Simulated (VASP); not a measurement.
WSe2, 12 atoms in the cell. The cell holds a slab with vacuum, 12 atoms: a = 3.321 Å, b = 3.321 Å, c = 42.162 Å, α = 90.00°, β = 90.00°, γ = 120.00°. 

- Program: VASP 6.6.1
- Task: single point
- Functional: PBE
- Potentials or basis: VASP PAW PBE potentials, release 64 (W_sv, Se)
- Cutoff: 500 eV
- k mesh: 12 × 12 × 1
- Occupations: gaussian, width 0.05 eV
- Spin: no spin polarisation
- Dipole correction: no
- Further INCAR settings: ALGO = Normal; EDIFF = 1e-06; NBANDS = 64

Potentials or basis: VASP PAW PBE potentials, release 64 (W_sv, Se).

Run with:

```bash
$ cat potpaw_PBE.64/W_sv/POTCAR potpaw_PBE.64/Se/POTCAR > POTCAR
$ mpirun -np 1 vasp_std > vasp.out
```

Hardware: 1 thread of Intel Xeon 8259CL, on a shared host.

Problem. Estimate the wall time of this run.

Solution. Wall time 24 min on 1 thread of Intel Xeon 8259CL, on a shared host, peak memory 0.65 GiB. Counts: scf iterations 24, k points 19.
